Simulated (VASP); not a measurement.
Runs of VASP 6.6.1 on HfB2. The structure is that of space group P6/mmm (No. 191), or close to it. The cells are those of the table. 

```csv
task,cell,cutoff (eV),gap on the mesh (eV),pressure (GPa)
electric field gradients,"a = 3.140, b = 3.140, c = 3.550 Å, angles 90.0, 90.0, 120.0°, 3 atoms",520,none,-8.8
single point,"a = 3.140, b = 3.140, c = 3.376 Å, angles 90.0, 90.0, 120.0°, 3 atoms",520,none,3.1
single point,"a = 3.140, b = 3.140, c = 3.445 Å, angles 90.0, 90.0, 120.0°, 3 atoms",520,none,-2.1
electric field gradients,"a = 3.234, b = 3.234, c = 3.480 Å, angles 90.0, 90.0, 120.0°, 3 atoms",520,none,-18.0
single point,"a = 3.203, b = 3.203, c = 3.480 Å, angles 90.0, 90.0, 120.0°, 3 atoms",520,none,-13.9
electric field gradients,"a = 3.171, b = 3.171, c = 3.480 Å, angles 90.0, 90.0, 120.0°, 3 atoms",520,none,(a)
single point,"a = 3.109, b = 3.109, c = 3.480 Å, angles 90.0, 90.0, 120.0°, 3 atoms",520,none,0.9
electric field gradients,"a = 3.077, b = 3.077, c = 3.480 Å, angles 90.0, 90.0, 120.0°, 3 atoms",420,none,6.8
electric field gradients,"a = 3.140, b = 3.140, c = 3.410 Å, angles 90.0, 90.0, 120.0°, 3 atoms",520,none,(b)
single point,"a = 3.140, b = 3.140, c = 3.550 Å, angles 90.0, 90.0, 120.0°, 3 atoms",520,none,-8.8
single point,"a = 3.077, b = 3.077, c = 3.480 Å, angles 90.0, 90.0, 120.0°, 3 atoms",520,none,6.8
```

Alike in all rows: level PBEsol; potentials or basis VASP PAW PBE potentials, release 64 (Hf_pv, B); no spin polarisation; k mesh 13 × 13 × 11; smearing fermi-dirac 0.05 eV.

Task: Fill in the values left out.

Result: (a) -9.4; (b) 0.4.

Caveats: the PAW data sets were made with another functional, which shifts forces and pressure a little; spin-orbit coupling is left out, which moves the levels of the heavy elements.

A k mesh can miss the band edges, and the runs leave out spin-orbit coupling on Hf.

A gap of «none» marks levels without a gap at the run's occupations.
